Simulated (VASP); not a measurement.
# Ga (Pm-3m) in VASP: notebook

Aim: see how the results for Ga move with the level of theory and the settings. Levels: RPBE+D4, PBEsol+D4, RPBE+D3(BJ). Tasks: single point, relaxation of cell and atoms.

Everything below comes from runs of VASP 6.6.1. Logs are shortened: lines on timing, memory, paths and dates and some standing lists are left out, and cuts for length are marked.

### 1 The cell of the first run

Symmetry: Pm-3m, No. 221, cubic system. The conventional cell has a = 2.632 Å, b = 2.632 Å, c = 2.632 Å, α = 90.00°, β = 90.00°, γ = 90.00°. Ga (site symmetry m-3m) has 6 Ga at 2.63 Å within 3.5 Å.

### 2 Single point, RPBE+D4

File INCAR:

```
SYSTEM = Ga
ALGO = Normal
EDIFF = 1E-6
ENCUT = 520
GGA = RP
ISIF = 2
ISMEAR = -1
IVDW = 13
LASPH = .TRUE.
LCHARG = .FALSE.
LREAL = .FALSE.
LWAVE = .FALSE.
NBANDS = 12
NELM = 100
PREC = Accurate
SIGMA = 0.05
```

File KPOINTS:

```
k-points
0
G
  10 10 10
  0 0 0
```

File POSCAR:

```
Ga
1.0
    2.6322112095      0.0000000000      0.0000000000
    0.0000000000      2.6322112095      0.0000000000
    0.0000000000      0.0000000000      2.6322112095
Ga
1
Direct
    0.0000000000      0.0000000000      0.0000000000
```

Potentials or basis: VASP PAW PBE potentials, release 64 (Ga_d).

Launch:

```sh
cat potpaw_PBE.64/Ga_d/POTCAR > POTCAR
mpirun -np 1 vasp_std > vasp.out
```

OUTCAR:

```text
SYSTEM = Ga
   EDIFF = 1E-6
   ENCUT = 520
   GGA = RP
   ISIF = 2
   ISMEAR = -1
   IVDW = 13
   LASPH = .TRUE.
   LREAL = .FALSE.
   NELM = 100
   PREC = Accurate

 ion  position               nearest neighbor table
   1  0.000  0.000  0.000-

  LATTYP: Found a simple cubic cell.
 ALAT       =     2.6322112095

  Lattice vectors:

 A1 = (   2.6322112095,   0.0000000000,   0.0000000000)
 A2 = (   0.0000000000,   2.6322112095,   0.0000000000)
 A3 = (   0.0000000000,   0.0000000000,   2.6322112095)

Analysis of symmetry for initial positions (statically):
=====================================================================
 Subroutine PRICEL returns:
 Original cell was already a primitive cell.

 Routine SETGRP: Setting up the symmetry group for a
 simple cubic supercell.

 Subroutine GETGRP returns: Found 48 space group operations
 (whereof 48 operations were pure point group operations)
 out of a pool of 48 trial point group operations.

The static configuration has the point symmetry O_h .

Analysis of symmetry for dynamics (positions and initial velocities):
=====================================================================
 Subroutine PRICEL returns:
 Original cell was already a primitive cell.

 Routine SETGRP: Setting up the symmetry group for a
 simple cubic supercell.

 Subroutine GETGRP returns: Found 48 space group operations
 (whereof 48 operations were pure point group operations)
 out of a pool of 48 trial point group operations.

The dynamic configuration has the point symmetry O_h .

 Subroutine INISYM returns: Found 48 space group operations
 (whereof 48 operations are pure point group operations),
 and found     1 'primitive' translations

----------------------------------------------------------------------------------------

                                     Primitive cell

  volume of cell :      18.2374

  direct lattice vectors                    reciprocal lattice vectors
     2.632211209  0.000000000  0.000000000     0.379908723  0.000000000  0.000000000
     0.000000000  2.632211209  0.000000000     0.000000000  0.379908723  0.000000000
     0.000000000  0.000000000  2.632211209     0.000000000  0.000000000  0.379908723

  length of vectors
     2.632211209  2.632211209  2.632211209     0.379908723  0.379908723  0.379908723

  position of ions in fractional coordinates (direct lattice)
     0.000000000  0.000000000  0.000000000

  ion indices of the primitive-cell ions
   primitive index   ion index
                 1           1

----------------------------------------------------------------------------------------

 KPOINTS: k-points

Automatic generation of k-mesh.
 Grid dimensions read from file:
 generate k-points for:   10   10   10

 Generating k-lattice:

  Cartesian coordinates                     Fractional coordinates (reciprocal lattice)
     0.037990872  0.000000000  0.000000000     0.100000000  0.000000000  0.000000000
     0.000000000  0.037990872  0.000000000     0.000000000  0.100000000  0.000000000
     0.000000000  0.000000000  0.037990872     0.000000000  0.000000000  0.100000000

  Length of vectors
     0.037990872  0.037990872  0.037990872

  Shift w.r.t. Gamma in fractional coordinates (k-lattice)
     0.000000000  0.000000000  0.000000000

 Subroutine IBZKPT returns following result:
 ===========================================

 Found     56 irreducible k-points:

 Following reciprocal coordinates:
            Coordinates               Weight
  0.000000  0.000000  0.000000      1.000000
  0.100000  0.000000  0.000000      6.000000
  0.200000  0.000000  0.000000      6.000000
  0.300000  0.000000  0.000000      6.000000
  0.400000  0.000000  0.000000      6.000000
  0.500000  0.000000  0.000000      3.000000
[... 16 lines left out ...]
  0.200000  0.100000  0.100000     24.000000
  0.300000  0.100000  0.100000     24.000000
 [... further k-points ...]
   k-points           NKPTS =     56   k-points in BZ     NKDIM =     56   number of bands    NBANDS=     12
   number of dos      NEDOS =    301   number of ions     NIONS =      1
   total plane-waves  NPLWV =   8000
   dimension x,y,z NGX =    20 NGY =   20 NGZ =   20
   dimension x,y,z NGXF=    40 NGYF=   40 NGZF=   40
   ions per type =               1
   NGX,Y,Z   is equivalent  to a cutoff of  12.63, 12.63, 12.63 a.u.
   NGXF,Y,Z  is equivalent  to a cutoff of  25.26, 25.26, 25.26 a.u.
 SYSTEM =  Ga
   PREC   = accura    normal or accurate (medium, high low for compatibility)
   ISTART =      0    job   : 0-new  1-cont  2-samecut
   ICHARG =      2    charge: 1-file 2-atom 10-const
   ISPIN  =      1    spin polarized calculation?
   LNONCOLLINEAR =      F non collinear calculations
   LSORBIT =      F    spin-orbit coupling
   LASPH  =      T    aspherical Exc in radial PAW
   ENCUT  =  520.0 eV  38.22 Ry    6.18 a.u.   4.89  4.89  4.89*2*pi/ulx,y,z
   NELM   =    100;   NELMIN=  2; NELMDL= -5     # of ELM steps
   EDIFF  = 0.1E-05   stopping-criterion for ELM
   LREAL  =      F    real-space projection
   EDIFFG = 0.1E-04   stopping-criterion for IOM
   NSW    =      0    number of steps for IOM
   IBRION =     -1    ionic relax: 0-MD 1-quasi-New 2-CG
   NFREE  =      0    steps in history (QN), initial steepest desc. (CG)
   ISIF   =      2    stress and relaxation
   ISYM   =      2    0-nonsym 1-usesym 2-fastsym
   POTIM  = 0.5000    time-step for ionic-motion
   TEBEG  =    0.0;   TEEND  =   0.0 temperature during run
   PSTRESS=    0.0 pullay stress
   NELECT =      13.0000    total number of electrons
   NUPDOWN=      -1.0000    fix difference up-down
   EMIN   =  10.00;   EMAX   =-10.00  energy-range for DOS
   EFERMI =   0.00;   METHOD = LEGACY
   ISMEAR =    -1;   SIGMA  =   0.05  broadening in eV -4-tet -1-fermi 0-gaus
   EFERMI_NEDOS =   21; number of points for ismear=-14 and -15
   IALGO  =     38    algorithm
   IMIX   =      4    mixing-type and parameters
     AMIX     =   0.40;   BMIX     =  1.00
     AMIX_MAG =   1.60;   BMIX_MAG =  1.00
  volume/ion in A,a.u.               =      18.24       123.07
  Fermi-wavevector in a.u.,A,eV,Ry     =   1.462408  2.763550 29.097924  2.138637
  Thomas-Fermi vector in A             =   2.578625
   LORBIT       =      0    0 simple, 1 ext, 2 COOP (PROOUT), +10 PAW based schemes
   GGA     = RP    functional components
   LHFCALC =     F    Hartree Fock is set to
   AEXX    =    0.0000 exact exchange contribution
   IVDW    =    13    specifies the selected vdW correction
   LEPSILON=     F    determine dielectric tensor
   LRPA    =     F    only Hartree local field effects (RPA)
 non-spin polarized calculation
  energy-cutoff  :      520.00
  volume of cell :       18.24
 maximum number of plane-waves:       504
 NGX is ok and might be reduce to    20
   NGX =  9   NGY =  9   NGZ =  9

 number of electron      12.9999991 magnetization

 Free energy of the ion-electron system (eV)
  ---------------------------------------------------
  ext. energy  EPLUGINS =         0.00000000
  ---------------------------------------------------
  free energy    TOTEN  =        -2.41631811 eV

  energy without entropy =       -2.41259558  energy(sigma->0) =       -2.41445685

 E-fermi :   5.7335     XC(G=0): -10.9750

 val. band max:        5.6772197595   @ k =   0.4000   0.4000   0.1000
 cond. band min:       5.7935068199   @ k =   0.3000   0.0000   0.0000
 fundamental gap:      0.1162870604
 Fermi energy:         5.7334852315

 k-point     1 :       0.0000    0.0000    0.0000
  band No.  band energies     occupation
      1      -9.5668      2.00000
      2      -9.5668      2.00000
      3      -8.9293      2.00000
      4      -8.9293      2.00000
      5      -8.9293      2.00000
      6      -5.4966      2.00000
      7      15.3660      0.00000
      8      15.3660      0.00000
      9      15.3660      0.00000
     10      18.1767      0.00000
     11      18.1767      0.00000
     12      21.2246      0.00000

 k-point     2 :       0.1000    0.0000    0.0000
  band No.  band energies     occupation
      1      -9.5619      2.00000
      2      -9.5268      2.00000
      3      -8.9464      2.00000
      4      -8.9464      2.00000
      5      -8.9279      2.00000
      6      -5.2781      2.00000
      7      12.6275      0.00000
      8      15.5976      0.00000
      9      15.5976      0.00000
     10      18.3585      0.00000
     11      19.8919      0.00000
     12      22.7646      0.00000

 k-point     3 :       0.2000    0.0000    0.0000
  band No.  band energies     occupation
      1      -9.5490      2.00000
      2      -9.4264      2.00000
      3      -8.9907      2.00000
      4      -8.9907      2.00000
      5      -8.9241      2.00000
      6      -4.6148      2.00000
      7       9.0658      0.00000
      8      16.2741      0.00000
      9      16.2741      0.00000
     10      18.9058      0.00000
     11      20.7501      0.00000
     12      26.9306      0.00000
[... 286 lines left out ...]
 k-point    23 :       0.2000    0.1000    0.1000
  band No.  band energies     occupation
      1      -9.4856      2.00000
      2      -9.3913      2.00000
      3      -9.0161      2.00000
      4      -9.0079      2.00000
      5      -8.9585      2.00000
      6      -4.1787      2.00000
      7       9.4549      0.00000
      8      13.3922      0.00000
      9      14.2434      0.00000
     10      22.5319      0.00000
     11      23.3760      0.00000
     12      26.5807      0.00000

 k-point    24 :       0.3000    0.1000    0.1000
  band No.  band energies     occupation
      1      -9.4700      2.00000
      2      -9.2664      2.00000
      3      -9.0759      2.00000
      4      -9.0650      2.00000
      5      -8.9531      2.00000
      6      -3.0674      2.00000
      7       6.2092      0.00015
      8      14.4060      0.00000
      9      15.2852      0.00000
     10      23.0036      0.00000
     11      23.2190      0.00000
     12      24.4217      0.00000

 [... further k-points ...]

------------------------ aborting loop because EDIFF is reached ----------------------------------------

  DFT-D4 for vdW energy calculation

  Edisp (eV):   -0.92488

  FORCE on cell =-STRESS in cart. coord.  units (eV):
  Direction    XX          YY          ZZ          XY          YZ          ZX
  --------------------------------------------------------------------------------------
  -------------------------------------------------------------------------------------
  Total       0.02168     0.02168     0.02168     0.00000     0.00000    -0.00000
  in kB       1.90448     1.90448     1.90448     0.00000     0.00000    -0.00000
  external pressure =        1.90 kB  Pullay stress =        0.00 kB

 VOLUME and BASIS-vectors are now :
 -----------------------------------------------------------------------------
  energy-cutoff  :      520.00
  volume of cell :       18.24
      direct lattice vectors                 reciprocal lattice vectors
     2.632211209  0.000000000  0.000000000     0.379908723  0.000000000  0.000000000
     0.000000000  2.632211209  0.000000000     0.000000000  0.379908723  0.000000000
     0.000000000  0.000000000  2.632211209     0.000000000  0.000000000  0.379908723

 POSITION                                       TOTAL-FORCE (eV/Angst)
 -----------------------------------------------------------------------------------
      0.00000      0.00000      0.00000         0.000000      0.000000      0.000000
 -----------------------------------------------------------------------------------
    total drift:                               -0.000000      0.000000      0.000000

  FREE ENERGIE OF THE ION-ELECTRON SYSTEM (eV)
  ---------------------------------------------------
  free  energy   TOTEN  =        -3.3412016168 eV

  energy  without entropy=       -3.3374790856  energy(sigma->0) =       -3.33934035
```

Wall time 3.7 s (1 thread of Intel Xeon 6975P-C (Granite Rapids), shared host); peak memory 0.13 GiB.

Results:

| Quantity | Value |
| --- | --- |
| Free energy | -3.3412 eV |
| Pressure | 0.2 GPa |
| Dispersion energy per atom | -0.925 eV |

Levels at points of the mesh, in eV from the Fermi level:
| k point | band 3 | band 4 | band 5 | band 6 | band 7 | band 8 | band 9 | band 10 |
| --- | --- | --- | --- | --- | --- | --- | --- | --- |
| (0.00, 0.00, 0.00) | -14.66 | -14.66 | -14.66 | -11.23 | 9.63 | 9.63 | 9.63 | 12.44 |
| (0.50, 0.00, 0.00) | -14.84 | -14.84 | -14.65 | -6.33 | -4.59 | 13.51 | 13.51 | 16.51 |
| (0.50, 0.50, 0.00) | -14.81 | -14.81 | -14.50 | -1.21 | -0.81 | -0.81 | 4.16 | 17.58 |
| (0.50, 0.50, 0.50) | -15.09 | -14.49 | -14.49 | 2.84 | 2.84 | 2.84 | 5.06 | 8.42 |

Caveat: the PAW data sets were made with another functional, which shifts forces and pressure a little; pairwise dispersion overbinds metals, which lowers pressure and volume.

### 3 Relaxation of cell and atoms, PBEsol+D4

This run uses another cell than the first one, of 20.05 Å³/atom, 1.099 times its volume.

File INCAR:

```
SYSTEM = Ga
ALGO = Fast
EDIFF = 1E-6
EDIFFG = -0.01
ENCUT = 600
GGA = PS
IBRION = 2
ISIF = 3
ISMEAR = -1
IVDW = 13
LASPH = .True.
LCHARG = .False.
LREAL = .False.
LWAVE = .False.
NELM = 80
NSW = 60
PREC = Accurate
SIGMA = 0.05
```

File KPOINTS:

```
k-points
0
Gamma
  10 10 10
  0 0 0
```

File POSCAR:

```
Ga
1.0
    2.7164800000      0.0000000000      0.0000000000
    0.0000000000      2.7164800000      0.0000000000
    0.0000000000      0.0000000000      2.7164800000
Ga
1
Direct
    0.0000000000      0.0000000000      0.0000000000
```

Potentials or basis: VASP PAW PBE potentials, release 64 (Ga_d).

Launch:

```sh
cat potpaw_PBE.64/Ga_d/POTCAR > POTCAR
mpirun -np 1 vasp_std > vasp.out
```

Wall time 11 s (1 thread of Intel Xeon 6975P-C (Granite Rapids), shared host); peak memory 0.15 GiB.

Results (log left out):

```
Free energy                            : -3.5588 eV
Relaxed volume                         : 18.05 Å³/atom
Relaxed cell                           : a = 2.623 Å, b = 2.623 Å, c = 2.623 Å, α = 90.00°, β = 90.00°, γ = 90.00°
Space group after relaxing (to 0.05 Å) : Pm-3m (No. 221)
Energy gained by relaxing              : 37.2 meV/atom
Ionic steps                            : 3
Pressure after relaxing                : 0.0 GPa
Dispersion energy per atom             : -0.290 eV
```

Step by step:
```tsv
step	energy change (eV)	largest force (eV/Å)	pressure (GPa)	volume (Å³)
1	0.0000	0.0000	-5.17	20.05
2	-0.0368	0.0000	-0.69	18.23
3	-0.0372	0.0000	0.02	18.05
```

Final structure:
```xyz
1
Lattice="2.6231 0.0000 0.0000 0.0000 2.6231 0.0000 0.0000 0.0000 2.6231" Properties=species:S:1:pos:R:3 pbc="T T T"
Ga    0.0000    0.0000    0.0000
```

Levels at points of the mesh, in eV from the Fermi level:
| k point | band 4 | band 5 | band 6 | band 7 | band 8 | band 9 |
| --- | --- | --- | --- | --- | --- | --- |
| (0.00, 0.00, 0.00) | -14.56 | -14.56 | -11.32 | 9.67 | 9.67 | 9.67 |
| (0.50, 0.00, 0.00) | -14.74 | -14.54 | -6.37 | -4.63 | 13.57 | 13.57 |
| (0.50, 0.50, 0.00) | -14.71 | -14.39 | -1.22 | -0.82 | -0.82 | 4.20 |
| (0.50, 0.50, 0.50) | -14.38 | -14.38 | 2.85 | 2.85 | 2.85 | 5.09 |

Caveat: the PAW data sets were made with another functional, which shifts forces and pressure a little; pairwise dispersion overbinds metals, which lowers pressure and volume.

### 4 Relaxation of cell and atoms, RPBE+D3(BJ)

This run uses another cell than the first one, of 20.05 Å³/atom, 1.099 times its volume.

File INCAR:

```
SYSTEM = Ga
PREC = Accurate
ENCUT = 600
EDIFF = 1E-7
ISMEAR = -1
SIGMA = 0.05
LREAL = .False.
LASPH = .True.
NELM = 100
ALGO = Normal
ISIF = 3
LWAVE = .False.
LCHARG = .False.
GGA = RP
IVDW = 12
IBRION = 2
NSW = 60
EDIFFG = -0.01
```

File KPOINTS:

```
Automatic mesh
0
Gamma
  10 10 10
  0 0 0
```

POSCAR is that of step 3.

Launch:

```sh
cat potpaw_PBE.64/Ga_d/POTCAR > POTCAR
mpirun -np 1 vasp_std > vasp.out
```

Wall time 7.9 s (1 thread of Intel Xeon 6975P-C (Granite Rapids), shared host); peak memory 0.16 GiB.

Results (log left out):

```
Free energy                            : -4.1871 eV
Relaxed volume                         : 15.77 Å³/atom
Relaxed cell                           : a = 2.508 Å, b = 2.508 Å, c = 2.508 Å, α = 90.00°, β = 90.00°, γ = 90.00°
Space group after relaxing (to 0.05 Å) : Pm-3m (No. 221)
Energy gained by relaxing              : 214.9 meV/atom
Ionic steps                            : 2
Pressure after relaxing                : 0.1 GPa
Dispersion energy per atom             : -2.000 eV
```

Step by step:
```csv
step,energy change (eV),largest force (eV/Å),pressure (GPa),volume (Å³)
1,0.0000,0.0000,-12.72,20.05
2,-0.2149,0.0000,0.10,15.77
```

Final structure:
```yaml
crystal:
  lattice:
    - [2.50785, 0.00000, 0.00000]
    - [0.00000, 2.50785, 0.00000]
    - [0.00000, 0.00000, 2.50785]
  atoms:
    - { symbol: Ga, position: [0.00000, 0.00000, 0.00000] }
```

Levels at points of the mesh, in eV from the Fermi level:
| k point | band 4 | band 5 | band 6 | band 7 | band 8 | band 9 |
| --- | --- | --- | --- | --- | --- | --- |
| (0.00, 0.00, 0.00) | -14.69 | -14.69 | -12.33 | 10.75 | 10.75 | 10.75 |
| (0.50, 0.00, 0.00) | -14.94 | -14.67 | -6.52 | -5.34 | 15.37 | 15.37 |
| (0.50, 0.50, 0.00) | -14.90 | -14.47 | -1.00 | -1.00 | -0.48 | 4.19 |
| (0.50, 0.50, 0.50) | -14.46 | -14.46 | 3.25 | 3.25 | 3.25 | 7.22 |

Caveat: the volume moved by over 15 % at a fixed basis, so the end points are rough; the PAW data sets were made with another functional, which shifts forces and pressure a little; pairwise dispersion overbinds metals, which lowers pressure and volume.

[end of part 1 of 2]
